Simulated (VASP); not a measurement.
# Gd: single point with PBE

Crystal: Gd.

```xyz
1
Lattice="0.0000 2.6029 2.6029 2.6029 0.0000 2.6029 2.6029 2.6029 0.0000" Properties=species:S:1:pos:R:3 pbc="T T T"
Gd    0.0000    0.0000    0.0000
```

This isn't the form of Gd at room conditions, which is hcp.

- Program: VASP 6.6.1
- Task: single point
- Functional: PBE
- Potentials or basis: VASP PAW PBE potentials, release 64 (Gd)
- Cutoff: 520 eV
- k mesh: 9 × 9 × 9
- Occupations: fermi-dirac, width 0.05 eV
- Spin: collinear spin, ferromagnetic start
- Starting moments: [7.0] μB
- Dipole correction: no
- Further INCAR settings: ALGO = Fast; EDIFF = 1e-07; NBANDS = 19

- Pressure: -1.8 GPa
- Net moment: 7.62 μB per cell
- Site moments: Gd +6.97 μB
- Valence electrons inside the program's atomic spheres: Gd 15.18

Levels at points of the mesh, in eV from the Fermi level:
Spin up:
```tsv
k point	band 10	band 11	band 12	band 13	band 14	band 15	band 16	band 17
(0.00, 0.00, 0.00)	-4.88	-4.88	-4.88	1.24	1.24	1.24	3.36	3.36
```
Spin down:
```csv
k point,band 1,band 2,band 3,band 4,band 5,band 6,band 7,band 8,band 9,band 10
"(0.00, 0.00, 0.00)",-42.18,-20.12,-20.12,-20.12,-4.17,0.22,0.37,0.37,0.37,0.61
```

Run time: 3.6 min on 1 thread of Intel(R) Xeon(R) Platinum 8259CL CPU @ 2.50GHz (Skylake/Cascade Lake), with other jobs on the host, peak memory 0.2 GiB.

Caveat: spin-orbit coupling is left out, which moves the levels of the heavy elements; semilocal functionals describe open f shells poorly, which spoils levels, moments and volumes. The state reached can hang on the start; a lower one may exist.
